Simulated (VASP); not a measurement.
SrCl2, 3 atoms in the cell. It takes space group R-3m (No. 166, trigonal). Conventional cell: a = 4.804 Å, b = 4.804 Å, c = 12.710 Å, α = 90.00°, β = 90.00°, γ = 120.00°. Sr (site symmetry -3m) has 8 Cl at 2.97 to 3.18 Å within 3.9 Å. Within 3.9 Å of Cl (site symmetry 3m) lie 4 Sr at 2.97 to 3.18 Å and 6 Cl at 3.49 Å.  This cell differs from its parent crystal: ratio of the length along [111] to the lengths across it x 1.08, volume and fractional coordinates fixed.

* Program: VASP 6.6.1
* Task: single point
* Functional: LDA
* Potentials or basis: VASP PAW LDA potentials, release 64 (Sr_sv, Cl)
* Cutoff: 520 eV
* k mesh: 6 × 6 × 6
* Occupations: gaussian, width 0.05 eV
* Spin: no spin polarisation
* Dipole correction: no
* Further INCAR settings: ALGO = Normal; EDIFF = 1e-06; NBANDS = 19

Potentials or basis: VASP PAW LDA potentials, release 64 (Sr_sv, Cl).

Command:

```sh
$ cat potpaw_LDA.64/Sr_sv/POTCAR potpaw_LDA.64/Cl/POTCAR > POTCAR
$ mpirun -np 1 vasp_std > vasp.out
```

Hardware: 1 thread of Intel(R) Xeon(R) Platinum 8259CL CPU @ 2.50GHz (Skylake/Cascade Lake), with other jobs on the host.

Problem. How long does it take, and how much memory?

Solution. Run time: 47 s on 1 thread of Intel(R) Xeon(R) Platinum 8259CL CPU @ 2.50GHz (Skylake/Cascade Lake) (shared host), peak memory 0.22 GiB. Counts: scf iterations 13, k points 32.
